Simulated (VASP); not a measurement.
Wanted: the native input for a VASP 6.6.1 run.

```
Task                   : single point
Functional             : BLYP
Potentials or basis    : VASP PAW PBE potentials, release 64 (Pd)
Cutoff                 : 520 eV
k mesh                 : 14 × 14 × 8
Occupations            : fermi-dirac, width 0.1 eV
Spin                   : no spin polarisation
Dipole correction      : no
Further INCAR settings : ALGO = Normal; EDIFF = 1e-06; NBANDS = 17
```

The structure of Pd lies in POSCAR:

```
Pd
1.0
    2.9420737887      0.0000000000      0.0000000000
   -1.4710368944      2.5479106409      0.0000000000
    0.0000000000      0.0000000000      4.9174420259
Pd
2
Direct
    0.3333333333      0.6666666667      0.2500000000
    0.6666666667      0.3333333333      0.7500000000
```

This isn't the form of Pd at room conditions, which is fcc.

The input as run:

INCAR

```
PREC = Accurate ; ENCUT = 520
EDIFF = 1E-6 ; ISMEAR = -1
SIGMA = 0.1 ; LREAL = False
LASPH = True ; NELM = 80
ALGO = Normal ; ISIF = 2
LWAVE = False ; LCHARG = False
GGA = B5 ; ALDAX = 1.0
AGGAX = 1.0 ; AGGAC = 1.0
ALDAC = 0.0 ; NBANDS = 17
```

KPOINTS

```
Automatic mesh
0
Gamma
  14 14 8
```

Potentials or basis: VASP PAW PBE potentials, release 64 (Pd).

Command:

```sh
$ cat potpaw_PBE.64/Pd/POTCAR > POTCAR
$ mpirun -np 1 vasp_std > vasp.out
```

It gave:

```
Pressure               : -10.6 GPa
Band gap on the k mesh : zero (bands 10 and 11 overlap by 0.65 eV)
```

Caveat: the cell stands under tension; the PAW data sets were made with another functional, which shifts forces and pressure a little.

Wall time 45 s on 1 thread of Intel(R) Xeon(R) Platinum 8259CL CPU @ 2.50GHz (Skylake/Cascade Lake) (shared host), peak memory 0.2 GiB.
